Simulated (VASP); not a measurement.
# MgH2 (P4mm) in VASP: further runs

MgH2 is run at these levels: PBE; tasks: single point, relaxation of cell and atoms.

Program: VASP 6.6.1. These are calculated values, not measurements. Logs are shortened: lines on timing, memory, paths and dates and some standing lists are left out, and cuts for length are marked.

## 1. The cell of the first run

Symmetry: P4mm, No. 99, tetragonal system. The conventional cell has a = 3.945 Å, b = 3.945 Å, c = 4.743 Å, α = 90.00°, β = 90.00°, γ = 90.00°. Mg (site symmetry 2mm) has 4 H at 1.81 Å within 2.4 Å. Within 1.3 Å of H (site symmetry m) lie 2 H at 0.97 Å.

## 2. Single point, PBE

Input file INCAR:

```
SYSTEM = MgH2
  PREC = Accurate
  ENCUT = 520
  EDIFF = 1E-6
  ISMEAR = 0
  SIGMA = 0.1
  LREAL = .False.
  LASPH = .True.
  NELM = 80
  ALGO = Normal
  ISIF = 2
  LWAVE = .False.
  LCHARG = .False.
  GGA = PE
  NBANDS = 13
```

Input file KPOINTS:

```
Automatic mesh
0
Gamma
  4 4 4
  0 0 0
```

Input file POSCAR:

```
MgH2
1.0
    3.9449482900      0.0000000000      0.0000000000
    0.0000000000      3.9449482900      0.0000000000
    0.0000000000      0.0000000000      4.7430608900
Mg H
2 4
Direct
    0.5000000000      0.0000000000      0.0673476100
    0.0000000000      0.5000000000      0.0673476100
    0.8775373700      0.8775373700      0.2594234700
    0.1224626300      0.1224626300      0.2594234700
    0.1224626300      0.8775373700      0.2594234700
    0.8775373700      0.1224626300      0.2594234700
```

Potentials or basis: VASP PAW PBE potentials, release 64 (Mg, H).

Run with:

```
cat potpaw_PBE.64/Mg/POTCAR potpaw_PBE.64/H/POTCAR > POTCAR
mpirun -np 1 vasp_std > vasp.out
```

OUTCAR:

```text
SYSTEM = MgH2
   PREC = Accurate
   ENCUT = 520
   EDIFF = 1E-6
   ISMEAR = 0
   LREAL = .False.
   LASPH = .True.
   NELM = 80
   ISIF = 2
   GGA = PE

 ion  position               nearest neighbor table
   1  0.500  0.000  0.067-   3 1.81   4 1.81   5 1.81   6 1.81   2 2.79   2 2.79   2 2.79   2 2.79

   2  0.000  0.500  0.067-   3 1.81   4 1.81   5 1.81   6 1.81   1 2.79   1 2.79   1 2.79   1 2.79

   3  0.878  0.878  0.259-   1 1.81   2 1.81
   4  0.122  0.122  0.259-   1 1.81   2 1.81
   5  0.122  0.878  0.259-   1 1.81   2 1.81
   6  0.878  0.122  0.259-   1 1.81   2 1.81

  LATTYP: Found a simple tetragonal cell.
 ALAT       =     3.9449482900
 C/A-ratio  =     1.2023125631

  Lattice vectors:

 A1 = (   3.9449482900,   0.0000000000,   0.0000000000)
 A2 = (   0.0000000000,   3.9449482900,   0.0000000000)
 A3 = (   0.0000000000,   0.0000000000,   4.7430608900)

Analysis of symmetry for initial positions (statically):
=====================================================================
 Subroutine PRICEL returns:
 Original cell was already a primitive cell.

 Routine SETGRP: Setting up the symmetry group for a
 simple tetragonal supercell.

 Subroutine GETGRP returns: Found  8 space group operations
 (whereof  8 operations were pure point group operations)
 out of a pool of 16 trial point group operations.

The static configuration has the point symmetry C_4v.

Analysis of symmetry for dynamics (positions and initial velocities):
=====================================================================
 Subroutine PRICEL returns:
 Original cell was already a primitive cell.

 Routine SETGRP: Setting up the symmetry group for a
 simple tetragonal supercell.

 Subroutine GETGRP returns: Found  8 space group operations
 (whereof  8 operations were pure point group operations)
 out of a pool of 16 trial point group operations.

The dynamic configuration has the point symmetry C_4v.

 Subroutine INISYM returns: Found  8 space group operations
 (whereof  8 operations are pure point group operations),
 and found     1 'primitive' translations

----------------------------------------------------------------------------------------

                                     Primitive cell

  volume of cell :      73.8144

[... 101 lines left out ...]
   NUPDOWN=      -1.0000    fix difference up-down
   EMIN   =  10.00;   EMAX   =-10.00  energy-range for DOS
   EFERMI =   0.00;   METHOD = LEGACY
   ISMEAR =     0;   SIGMA  =   0.10  broadening in eV -4-tet -1-fermi 0-gaus
   EFERMI_NEDOS =   21; number of points for ismear=-14 and -15
   IALGO  =     38    algorithm
   IMIX   =      4    mixing-type and parameters
     AMIX     =   0.40;   BMIX     =  1.00
     AMIX_MAG =   1.60;   BMIX_MAG =  1.00
  volume/ion in A,a.u.               =      12.30        83.02
  Fermi-wavevector in a.u.,A,eV,Ry     =   0.780533  1.474993  8.289093  0.609231
  Thomas-Fermi vector in A             =   1.883863
   LORBIT       =      0    0 simple, 1 ext, 2 COOP (PROOUT), +10 PAW based schemes
   GGA     = PE    functional components
   LHFCALC =     F    Hartree Fock is set to
   AEXX    =    0.0000 exact exchange contribution
   IVDW    =     0    specifies the selected vdW correction
   LEPSILON=     F    determine dielectric tensor
   LRPA    =     F    only Hartree local field effects (RPA)
 non-spin polarized calculation
 Gauss-broadening in eV      SIGMA  =   0.10
  energy-cutoff  :      520.00
  volume of cell :       73.81
 maximum number of plane-waves:      2016
 NGX is ok and might be reduce to    30
   NGX = 15   NGY = 15   NGZ = 17

 number of electron       8.0000003 magnetization

 Free energy of the ion-electron system (eV)
  ---------------------------------------------------
  ext. energy  EPLUGINS =         0.00000000
  ---------------------------------------------------
  free energy    TOTEN  =       -11.05565621 eV

  energy without entropy =      -11.04456104  energy(sigma->0) =      -11.05010862

 E-fermi :   0.9068     XC(G=0):  -7.4948

 val. band max:        0.8927955123   @ k =   0.5000   0.2500   0.2500
 cond. band min:       0.9361822058   @ k =   0.5000   0.2500   0.0000
 fundamental gap:      0.0433866935
 Fermi energy:         0.9067591985

 k-point     1 :       0.0000    0.0000    0.0000
  band No.  band energies     occupation
      1     -12.4530      2.00000
      2      -2.0131      2.00000
      3      -1.4228      2.00000
      4      -1.4228      2.00000
      5       2.7554      0.00000
      6       3.4984      0.00000
      7       5.8789      0.00000
      8       7.2414      0.00000
      9       7.2414      0.00000
     10       7.9734      0.00000
     11       8.8421      0.00000
     12      10.3511      0.00000
     13      12.4531      0.00000
[... 258 lines left out ...]
  band No.  band energies     occupation
      1     -11.8322      2.00000
      2      -2.9985      2.00000
      3      -2.9985      2.00000
      4      -0.0650      2.00000
      5       1.8715      0.00000
      6       2.9184      0.00000
      7       2.9184      0.00000
      8       4.0318      0.00000
      9      10.6879      0.00000
     10      10.6879      0.00000
     11      11.4146      0.00000
     12      12.9415      0.00000
     13      13.3871      0.00000

------------------------ aborting loop because EDIFF is reached ----------------------------------------

  FORCE on cell =-STRESS in cart. coord.  units (eV):
  Direction    XX          YY          ZZ          XY          YZ          ZX
  --------------------------------------------------------------------------------------
  -------------------------------------------------------------------------------------
  Total       12.9330335     12.9330335      1.6633350      0.0000000      0.0000000      0.0000000
  in kB      280.7176092    280.7176092     36.1034719      0.0000000      0.0000000      0.0000000
  external PRESSURE =     199.1795634 kB  Pullay stress =       0.0000000 kB

 VOLUME and BASIS-vectors are now :
 -----------------------------------------------------------------------------
  energy-cutoff  :      520.00
  volume of cell :       73.81
      direct lattice vectors                 reciprocal lattice vectors
     3.944948290  0.000000000  0.000000000     0.253488747  0.000000000  0.000000000
     0.000000000  3.944948290  0.000000000     0.000000000  0.253488747  0.000000000
     0.000000000  0.000000000  4.743060890     0.000000000  0.000000000  0.210834316

 POSITION                                       TOTAL-FORCE (eV/Angst)
 -----------------------------------------------------------------------------------
      1.97247      0.00000      0.31943         0.000000      0.000000     -1.388431
      0.00000      1.97247      0.31943         0.000000      0.000000     -1.388431
      3.46184      3.46184      1.23046        -2.529682     -2.529682      0.694215
      0.48311      0.48311      1.23046         2.529682      2.529682      0.694215
      0.48311      3.46184      1.23046         2.529682     -2.529682      0.694215
      3.46184      0.48311      1.23046        -2.529682      2.529682      0.694215
 -----------------------------------------------------------------------------------
    total drift:                                0.000000      0.000000     -0.000403

  FREE ENERGIE OF THE ION-ELECTRON SYSTEM (eV)
  ---------------------------------------------------
  free  energy   TOTEN  =       -11.0556562051 eV

  energy  without entropy=      -11.0445610377  energy(sigma->0) =      -11.05010862
```

Run time: 8 s. Hardware: 1 thread of AMD EPYC 9R45 (Zen 5), shared host; peak memory 0.14 GiB.

What came out:

| Quantity | Value |
| --- | --- |
| Free energy | -11.0557 eV |
| Pressure | 19.9 GPa |
| Largest force | 3.644 eV/Å |
| Band gap on the k mesh | zero (band 4 reaches 0.94 eV, above the bottom of band 5 at 0.63 eV) |

Forces on the atoms (eV/Å):
```
Mg   0.000  0.000 -1.388
Mg   0.000  0.000 -1.388
H   -2.530 -2.530  0.694
H    2.530  2.530  0.694
H    2.530 -2.530  0.694
H   -2.530  2.530  0.694
```

Stress tensor (GPa, compression positive):
```
28.07  0.00  0.00
 0.00 28.07  0.00
 0.00  0.00  3.61
```

Caveat: the k points lie up to 0.40 Å⁻¹ apart; forces of over 1 eV/Å act on the atoms, so gaps and moduli don't describe the material at rest.

## 3. Relaxation of cell and atoms, PBE

Input file INCAR:

```
SYSTEM = MgH2
PREC = Accurate
ENCUT = 600
EDIFF = 1E-7
ISMEAR = 0
SIGMA = 0.1
LREAL = .False.
LASPH = .True.
NELM = 80
ALGO = Normal
ISIF = 3
LWAVE = .False.
LCHARG = .False.
GGA = PE
IBRION = 2
NSW = 90
EDIFFG = -0.04
```

KPOINTS is that of step 2.

POSCAR is that of step 2.

Potentials or basis: VASP PAW PBE potentials, release 64 (Mg, H).

Run with:

```
cat potpaw_PBE.64/Mg/POTCAR potpaw_PBE.64/H/POTCAR > POTCAR
mpirun -np 1 vasp_std > vasp.out
```

It took 3.3 min on 1 thread of AMD EPYC 9R45 (Zen 5), shared host; peak memory 0.17 GiB.

Results (log left out):

- Free energy: -15.9036 eV
- Relaxed volume: 9.41 Å³/atom
- Relaxed cell: a = 4.561 Å, b = 4.561 Å, c = 2.714 Å, α = 90.00°, β = 90.00°, γ = 90.00°
- Space group after relaxing (to 0.05 Å): P4/mmm (No. 123)
- Energy gained by relaxing: 807.5 meV/atom
- Ionic steps: 47
- Pressure after relaxing: 0.0 GPa
- Largest force after relaxing: 0.038 eV/Å
- Band gap on the k mesh: zero (band 4 reaches 2.40 eV, above the bottom of band 5 at 1.88 eV)

Forces in eV/Å, atoms in the order of the input:
```
Mg   0.000  0.000 -0.007
Mg   0.000  0.000 -0.007
H    0.027  0.027  0.004
H   -0.027 -0.027  0.004
H   -0.027  0.027  0.004
H    0.027 -0.027  0.004
```

Stress tensor (GPa, compression positive):
```
 0.07  0.00  0.00
 0.00  0.07  0.00
 0.00  0.00 -0.10
```

Step by step:
```
step  energy change (eV)  largest force (eV/Å)  pressure (GPa)  volume (Å³)
   1              0.0000                3.6401           19.98        73.81
   3             -2.3148                0.1560           -0.89        94.92
   5             -2.3234                0.0791            0.08        92.90
   7             -2.3547                0.0384           -0.63        92.80
   9             -2.3814                0.1374           -3.08        91.31
  11             -2.3990                0.0729           -2.05        91.74
  13             -2.4492                0.1617           -1.90        87.45
  15             -2.4448                0.5968            1.13        69.40
  17             -2.5364                0.3082           -0.94        77.31
  19             -2.5502                0.7724            5.34        58.28
  21             -2.6788                0.5023            1.34        64.13
  23             -3.2872                0.9718            0.94        55.63
  25             -3.2703                1.1124            3.20        54.42
  27             -3.3911                1.2899            5.89        52.34
  29             -3.4020                1.3010            7.64        51.30
  31             -3.4668                1.2246            9.55        50.60
  33             -3.6739                1.1395            8.25        51.39
  35             -4.3305                0.8729            3.31        54.97
  37             -4.5510                0.5410            0.10        59.03
  39             -4.7146                0.3984           -1.60        60.08
  41             -4.7431                0.3170           -2.27        60.69
  43             -4.8280                0.1353            0.99        55.87
  45             -4.8433                0.0645           -0.15        56.55
  47             -4.8453                0.0377            0.01        56.46
```

Final structure:
```yaml
crystal:
  lattice:
    - [4.56137, 0.00000, 0.00000]
    - [0.00000, 4.56137, 0.00000]
    - [0.00000, 0.00000, 2.71357]
  atoms:
    - { symbol: Mg, position: [0.50000, 0.00000, 0.86279] }
    - { symbol: Mg, position: [0.00000, 0.50000, 0.86279] }
    - { symbol: H, position: [0.74844, 0.74844, 0.36170] }
    - { symbol: H, position: [0.25156, 0.25156, 0.36170] }
    - { symbol: H, position: [0.25156, 0.74844, 0.36170] }
    - { symbol: H, position: [0.74844, 0.25156, 0.36170] }
```

Levels at points of the mesh, in eV from the Fermi level:
```
           k point  band 1  band 2  band 3  band 4  band 5  band 6  band 7  band 8
(0.00, 0.00, 0.00)   -8.97   -4.16   -4.16   -0.34    0.03    2.21    6.79    6.79
(0.50, 0.00, 0.00)   -7.36   -7.33   -2.78   -2.73    2.70    2.74    7.50    7.60
(0.50, 0.50, 0.00)   -6.08   -6.08   -5.45   -5.36    7.34    7.34    8.72    8.83
(0.00, 0.00, 0.50)   -5.97   -1.94   -1.94   -0.99    1.80    2.94    4.62    4.62
(0.50, 0.00, 0.50)   -4.55   -4.51   -0.55   -0.49    0.76    0.77    5.95    6.15
(0.50, 0.50, 0.50)   -3.34   -3.34   -2.84   -2.74    2.37    2.40    2.54    2.54
```

Caveat: the k points lie up to 0.58 Å⁻¹ apart in the final cell; the volume moved by over 15 % at a fixed basis, so the end points are rough.
